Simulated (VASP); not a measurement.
# CoSi: single point with PBE

The system is CoSi, a slab with vacuum.

```xyz
24
Lattice="4.4303 0.0000 0.0000 0.0000 4.4303 0.0000 0.0000 0.0000 27.0059" Properties=species:S:1:pos:R:3 pbc="T T T"
Co    2.8577    0.6425    7.5000
Co    1.5726    2.8577    8.4301
Co    3.7878    3.7878    9.7152
Co    0.6425    1.5726   10.6452
Co    2.8577    0.6425   11.9303
Co    1.5726    2.8577   12.8604
Co    3.7878    3.7878   14.1455
Co    0.6425    1.5726   15.0755
Co    2.8577    0.6425   16.3606
Co    1.5726    2.8577   17.2907
Co    3.7878    3.7878   18.5758
Co    0.6425    1.5726   19.5059
Si    3.7356    2.9099    7.5522
Si    0.6948    0.6948    8.3779
Si    2.9099    1.5204    9.7674
Si    1.5204    3.7356   10.5930
Si    3.7356    2.9099   11.9825
Si    0.6948    0.6948   12.8082
Si    2.9099    1.5204   14.1977
Si    1.5204    3.7356   15.0233
Si    3.7356    2.9099   16.4128
Si    0.6948    0.6948   17.2385
Si    2.9099    1.5204   18.6280
Si    1.5204    3.7356   19.4536
```

| Quantity | Value |
| --- | --- |
| Program | VASP 6.6.1 |
| Task | single point |
| Functional | PBE |
| Potentials or basis | VASP PAW PBE potentials, release 64 (Co, Si) |
| Cutoff | 520 eV |
| k mesh | 8 × 8 × 1 |
| Occupations | gaussian, width 0.1 eV |
| Spin | no spin polarisation |

| Quantity | Value |
| --- | --- |
| Largest force | 1.259 eV/Å |
| Band gap on the k mesh | zero (bands 78 and 79 overlap by 0.27 eV) |

Forces in eV/Å, atoms in the order of the input:
```
Co   0.564  0.290  1.088
Co  -0.400  0.058  0.186
Co  -0.065 -0.069  0.338
Co  -0.070  0.017 -0.009
Co   0.021  0.045  0.082
Co  -0.003 -0.001 -0.047
Co  -0.003  0.001  0.047
Co   0.021 -0.045 -0.082
Co  -0.070 -0.017  0.009
Co  -0.065  0.069 -0.338
Co  -0.400 -0.058 -0.186
Co   0.564 -0.290 -1.088
Si  -0.166 -0.484 -0.039
Si   0.101  0.079 -0.972
Si   0.004  0.049 -0.448
Si   0.026  0.011 -0.183
Si  -0.013  0.027  0.000
Si   0.001 -0.009  0.011
Si   0.001  0.009 -0.011
Si  -0.013 -0.027  0.000
Si   0.026 -0.011  0.183
Si   0.004 -0.049  0.448
Si   0.101 -0.079  0.972
Si  -0.166  0.484  0.039
```

Levels at points of the mesh, in eV from the Fermi level:
| k point | band 75 | band 76 | band 77 | band 78 | band 79 | band 80 | band 81 | band 82 |
| --- | --- | --- | --- | --- | --- | --- | --- | --- |
| (0.00, 0.00, 0.00) | -0.28 | -0.23 | -0.11 | -0.05 | 0.28 | 0.47 | 0.51 | 0.84 |
| (0.50, 0.00, 0.00) | -0.31 | -0.31 | -0.18 | -0.18 | -0.01 | -0.01 | 0.64 | 0.64 |
| (0.00, 0.50, 0.00) | -0.36 | -0.33 | -0.20 | 0.09 | 0.18 | 0.58 | 0.79 | 0.85 |
| (0.50, 0.50, 0.00) | -0.25 | -0.25 | -0.22 | -0.22 | 0.07 | 0.07 | 0.18 | 0.18 |

It took 90 min on 1 thread of Oxide Virtual Turin-like Processor, on a shared host, peak memory 1.1 GiB.

Spin polarisation is off, so any magnetic state and its effect on volume and gap are missing.
